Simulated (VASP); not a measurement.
A run of VASP 6.6.1 is set up as follows.

The input INCAR:

```
SYSTEM = SiO2
PREC = Accurate
ENCUT = 520
EDIFF = 1E-6
ISMEAR = 0
SIGMA = 0.05
LREAL = .FALSE.
LASPH = .TRUE.
NELM = 80
ALGO = Normal
ISIF = 2
LWAVE = .FALSE.
LCHARG = .FALSE.
GGA = CA
NBANDS = 25
```

KPOINTS

```
Automatic mesh
0
G
  8 8 8
  0 0 0
```

POSCAR

```
SiO2
1.0
   -2.4624995674      2.4624995674      3.6436692979
    2.4624995674     -2.4624995674      3.6436692979
    2.4624995674      2.4624995674     -3.6436692979
Si O
2 4
Direct
    0.0000000000      0.0000000000      0.0000000000
    0.7500000000      0.2500000000      0.5000000000
    0.9742769794      0.6250000000      0.8492769794
    0.3750000000      0.2242769794      0.3492769794
    0.7757230206      0.1250000000      0.1507230206
    0.8750000000      0.0257230206      0.6507230206
```

Potentials or basis: VASP PAW LDA potentials, release 64 (Si, O).

Command:

```sh
$ cat potpaw_LDA.64/Si/POTCAR potpaw_LDA.64/O/POTCAR > POTCAR
$ mpirun -np 1 vasp_std > vasp.out
```

**Question.** Estimate the largest force.

**Answer.** 0.028 eV/Å.

**Question.** Predict the pressure.

**Answer.** 0.6 GPa.

**Question.** Predict the band gap on the k mesh.

**Answer.** 5.76 eV.

Forces on the atoms (eV/Å):
```
Si   0.000  0.000  0.000
Si   0.000  0.000  0.000
O    0.000  0.028  0.000
O    0.028  0.000  0.000
O    0.000 -0.028  0.000
O   -0.028  0.000  0.000
```

A k mesh can miss the band edges.
